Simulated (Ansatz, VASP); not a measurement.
# One calculation of H4C, two programs

```
C H
1.0
     7.38766    0.00000    0.00000
     0.00000    7.38766    0.00000
     0.00000    0.00000    7.38766
C H
8 32
Cartesian
  3.3842 3.3192 4.6389
  3.6035 6.1618 0.6015
  2.6676 -0.1378 3.9776
  6.5155 1.4339 3.1102
  6.8449 5.2950 2.6406
  7.3500 6.3208 6.2333
  5.7004 2.8488 7.2365
  1.7932 2.7441 0.5582
  2.4626 3.2126 4.0653
  4.2154 3.5113 3.9583
  3.5831 2.3995 5.1879
  3.2840 4.1401 5.3452
  4.1882 6.9123 1.1311
  2.8686 5.7297 1.2818
  4.2600 5.3725 0.2346
  3.0907 6.6255 -0.2384
  2.9210 0.6600 3.2737
  3.5831 -0.5732 4.3844
  2.0933 -0.9083 3.4568
  2.0744 0.2661 4.7909
  5.7946 0.8609 3.6843
  6.5731 1.0337 2.1040
  7.4936 1.3716 3.5810
  6.2005 2.4665 3.0664
  7.3515 6.1267 3.1164
  6.1416 4.8514 3.3417
  7.5752 4.5509 2.3314
  6.3024 5.6497 1.7719
  8.0393 5.6902 5.6755
  7.8976 6.8736 6.9951
  6.5961 5.7005 6.7121
  6.8677 7.0152 5.5481
  6.1988 3.4116 8.0228
  4.7958 2.3928 7.6306
  6.3722 2.0744 6.8683
  5.4377 3.5132 6.4189
  2.6147 3.1536 1.1379
  1.0529 2.3180 1.2257
  2.1723 1.9715 -0.1046
  1.3433 3.5336 -0.0377
```

Alike in both runs: functional r2SCAN; k mesh 1 × 1 × 1; occupations fermi-dirac, width 0.02 eV; no spin polarisation.

Ansatz relaxed the structure, and its values are those at the end. VASP's run is a single point on that final structure, the one shown.

|  | VASP | Ansatz |
| --- | --- | --- |
| version | VASP 6.6.1 | Ansatz 0.2.0 |
| potentials or method | VASP PAW PBE potentials, release 64 (C_h, H_h), cutoff 1060 eV | scalar-relativistic, plane waves, PAW |
| valence electrons in the cell | 64 | 64 |

```csv
,VASP,Ansatz,Ansatz less VASP
rms of the force components (eV/Å),0.055,0.056,+0.0015
```

VASP's potentials were made for PBE, not for r2SCAN.
